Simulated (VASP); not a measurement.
Input of a VASP 6.6.1 run:

INCAR

```
ALGO = Normal ; EDIFF = 1E-7
EDIFFG = -0.05 ; ENCUT = 630
GGA = PE ; GGA_COMPAT = F
IBRION = 2 ; ISIF = 3
ISMEAR = 0 ; LASPH = T
LCHARG = F ; LREAL = F
LWAVE = F ; NELM = 120
NELMIN = 4 ; NSW = 80
PREC = Accurate ; SIGMA = 0.1
```

The input KPOINTS:

```
k-points
0
Gamma
  12 12 4
```

File POSCAR:

```
Cd
1.0
    2.7272212630      0.0000000000      0.0000000000
   -1.3636106315      2.3618428955      0.0000000000
    0.0000000000      0.0000000000      4.4135733510
Cd
2
Direct
    0.3333333333      0.6666666667      0.2500000000
    0.6666666667      0.3333333333      0.7500000000
```

Potentials or basis: VASP PAW PBE potentials, release 64 (Cd_sv_GW).

Launch:

```bash
$ cat potpaw_PBE.64/Cd_sv_GW/POTCAR > POTCAR
$ mpirun -np 1 vasp_std > vasp.out
```

Question: What does it give for the relaxed cell?

Answer: a = 3.034 Å, b = 3.034 Å, c = 5.334 Å, α = 90.00°, β = 90.00°, γ = 120.00°.

Question: Predict the space group after relaxing (to 0.1 Å).

Answer: P6_3/mmc (No. 194).

Question: What does it give for the relaxed volume?

Answer: 21.26 Å³/atom.

Final structure:
```
CELL_PARAMETERS angstrom
3.03371 0.00000 0.00000
-1.51686 2.62727 0.00000
0.00000 0.00000 5.33421
ATOMIC_POSITIONS crystal
Cd 0.33333 0.66667 0.25000
Cd 0.66667 0.33333 0.75000
```

Caveat: the volume moved by over 15 % at a fixed basis, so the end points are rough.
